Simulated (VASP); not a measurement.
# GaAs in VASP: notebook, part 4 of 4

VASP 6.6.1. Earlier steps stand in the parts before.

## Step 7: Single point, PBE

Input file INCAR:

```
  PREC = Accurate
  ENCUT = 520
  EDIFF = 1E-7
  ISMEAR = 0
  SIGMA = 0.1
  LREAL = False
  LASPH = True
  NELM = 100
  ALGO = Normal
  ISIF = 2
  LWAVE = False
  LCHARG = False
  LDIPOL = True
  IDIPOL = 3
  DIPOL = 0.5 0.5 0.304
  GGA = PE
  NBANDS = 26
```

Input file KPOINTS:

```
regular mesh
0
Gamma
  10 10 1
```

Input file POSCAR:

```
GaAs
1.0
    5.1603063683      0.0000000000      0.0000000000
    0.0000000000      5.1603063683      0.0000000000
    0.0000000000      0.0000000000     24.6572314000
Ga As
2 2
Direct
    0.5000000000      0.0000000000      0.3088745182
    0.0000000000      0.5000000000      0.2994662868
    0.0000000000      0.0000000000      0.3041704025
    0.5000000000      0.5000000000      0.3041704025
```

Potentials or basis: VASP PAW PBE potentials, release 64 (Ga_d, As).

Launch:

```sh
$ cat potpaw_PBE.64/Ga_d/POTCAR potpaw_PBE.64/As/POTCAR > POTCAR
$ mpirun -np 1 vasp_std > vasp.out
```

OUTCAR:

```text
PREC = Accurate
   ENCUT = 520
   EDIFF = 1E-7
   ISMEAR = 0
   LREAL = False
   LASPH = True
   NELM = 100
   ISIF = 2
   GGA = PE

 ion  position               nearest neighbor table
   1  0.500  0.000  0.309-   3 2.58   4 2.58   4 2.58   3 2.58
   2  0.000  0.500  0.299-   3 2.58   4 2.58   3 2.58   4 2.58
   3  0.000  0.000  0.304-   1 2.58   2 2.58   2 2.58   1 2.58
   4  0.500  0.500  0.304-   1 2.58   2 2.58   1 2.58   2 2.58

  LATTYP: Found a simple tetragonal cell.
 ALAT       =     5.1603063683
 C/A-ratio  =     4.7782495147

  Lattice vectors:

 A1 = (   5.1603063683,   0.0000000000,   0.0000000000)
 A2 = (   0.0000000000,   5.1603063683,   0.0000000000)
 A3 = (   0.0000000000,   0.0000000000,  24.6572314000)

Analysis of symmetry for initial positions (statically):
=====================================================================
 Subroutine PRICEL returns:
 Original cell was already a primitive cell.

 Routine SETGRP: Setting up the symmetry group for a
 simple tetragonal supercell.

 Subroutine GETGRP returns: Found 16 space group operations
 (whereof  4 operations were pure point group operations)
 out of a pool of 16 trial point group operations.

The static configuration has the point symmetry C_2v.
 The point group associated with its full space group is D_4h.

Analysis of symmetry for dynamics (positions and initial velocities):
=====================================================================
 Subroutine PRICEL returns:
 Original cell was already a primitive cell.

 Routine SETGRP: Setting up the symmetry group for a
 simple tetragonal supercell.

 Subroutine GETGRP returns: Found 16 space group operations
 (whereof  4 operations were pure point group operations)
 out of a pool of 16 trial point group operations.

The dynamic configuration has the point symmetry C_2v.
 The point group associated with its full space group is D_4h.

 Subroutine INISYM returns: Found 16 space group operations
 (whereof  4 operations are pure point group operations),
 and found     1 'primitive' translations

[... 120 lines left out ...]
   LHFCALC =     F    Hartree Fock is set to
   AEXX    =    0.0000 exact exchange contribution
   IVDW    =     0    specifies the selected vdW correction
   LEPSILON=     F    determine dielectric tensor
   LRPA    =     F    only Hartree local field effects (RPA)
 non-spin polarized calculation
 Gauss-broadening in eV      SIGMA  =   0.10
  energy-cutoff  :      520.00
  volume of cell :      656.59
 maximum number of plane-waves:     17755
 NGX is ok and might be reduce to    40
   NGX = 19   NGY = 19   NGZ = 91

 dipolmoment           0.000000      0.000000      0.000001 electrons x Angstroem

 number of electron      35.9999994 magnetization

 dipolmoment           0.000000      0.000000     -0.000000 electrons x Angstroem

 Free energy of the ion-electron system (eV)
  ---------------------------------------------------
  ext. energy  EPLUGINS =         0.00000000
  ---------------------------------------------------
  free energy    TOTEN  =       -13.84902107 eV

  energy without entropy =      -13.83475196  energy(sigma->0) =      -13.84188652

 E-fermi :  -3.6870     XC(G=0):  -1.8378

 val. band max:       -3.8787076225   @ k =   0.3000   0.2000   0.0000
 cond. band min:      -3.6752700171   @ k =   0.4000   0.3000   0.0000
 fundamental gap:      0.2034376054
 Fermi energy:        -3.6869879771

 k-point     1 :       0.0000    0.0000    0.0000
  band No.  band energies     occupation
      1     -18.6405      2.00000
      2     -18.6323      2.00000
      3     -18.5239      2.00000
      4     -18.4987      2.00000
      5     -18.4987      2.00000
      6     -18.4851      2.00000
[... 598 lines left out ...]
     25       0.8076      0.00000
     26       0.8076      0.00000

------------------------ aborting loop because EDIFF is reached ----------------------------------------

 vacuum level on the upper side and lower side of the slab       (xc-potential included)        -0.011        -0.011

  FORCE on cell =-STRESS in cart. coord.  units (eV):
  Direction    XX          YY          ZZ          XY          YZ          ZX
  --------------------------------------------------------------------------------------
  -------------------------------------------------------------------------------------
  Total       -1.2839606     -1.2839606      0.0022065      0.0000000     -0.0000000      0.0000000
  in kB       -3.1330475     -3.1330475      0.0053841      0.0000000     -0.0000000      0.0000000
  external PRESSURE =      -2.0869036 kB  Pullay stress =       0.0000000 kB

 VOLUME and BASIS-vectors are now :
 -----------------------------------------------------------------------------
  energy-cutoff  :      520.00
  volume of cell :      656.59
      direct lattice vectors                 reciprocal lattice vectors
     5.160306368  0.000000000  0.000000000     0.193786944  0.000000000  0.000000000
     0.000000000  5.160306368  0.000000000     0.000000000  0.193786944  0.000000000
     0.000000000  0.000000000 24.657231400     0.000000000  0.000000000  0.040556054

 POSITION                                       TOTAL-FORCE (eV/Angst)
 -----------------------------------------------------------------------------------
      2.58015      0.00000      7.61599        -0.000000     -0.000000      0.021137
      0.00000      2.58015      7.38401         0.000000      0.000000     -0.021137
      0.00000      0.00000      7.50000         0.000000     -0.000000     -0.000000
      2.58015      2.58015      7.50000         0.000000     -0.000000      0.000000
 -----------------------------------------------------------------------------------
    total drift:                               -0.000000     -0.000000     -0.000099

  FREE ENERGIE OF THE ION-ELECTRON SYSTEM (eV)
  ---------------------------------------------------
  free  energy   TOTEN  =       -13.8490210739 eV

  energy  without entropy=      -13.8347519575  energy(sigma->0) =      -13.84188652

 vacuum level on the upper side and lower side of the slab         1.193         1.192
```

Wall time 5.7 min (1 thread of Intel Xeon 6975P-C (Granite Rapids), shared host); peak memory 0.8 GiB.

What came out:

* Free energy: -13.8490 eV
* Largest force: 0.021 eV/Å
* Band gap on the k mesh: zero (bands 18 and 19 overlap by 2.00 eV)

Forces on the atoms (eV/Å):
```
Ga   0.000  0.000  0.021
Ga   0.000  0.000 -0.021
As   0.000  0.000  0.000
As   0.000  0.000  0.000
```

## Step 8: Overview

| cell | k mesh | gap on the mesh (eV) | largest force (eV/Å) |
| --- | --- | --- | --- |
| a = 5.160, b = 5.160, c = 24.657 Å, 4 atoms, atomic positions A | 4 × 4 × 1 | none | 0.01 |
| a = 7.046, b = 7.046, c = 15.000 Å, 4 atoms, atomic positions B | 4 × 4 × 1 | none | 0.17 |
| a = 5.093, b = 5.093, c = 24.657 Å, 4 atoms, atomic positions C | 10 × 10 × 1 | none | 0.01 |
| a = 5.160, b = 5.160, c = 24.657 Å, 4 atoms, atomic positions A | 10 × 10 × 1 | none | 0.02 |

Alike in all rows: task single point; level PBE; potentials or basis VASP PAW PBE potentials, release 64 (Ga_d, As); no spin polarisation; cutoff (eV) 520; smearing gaussian 0.1 eV.

Total energies depend on the potentials used, so only differences within one code and one set of settings carry meaning.

The gap in the log of VASP goes by the Fermi energy; the results here count the filled bands.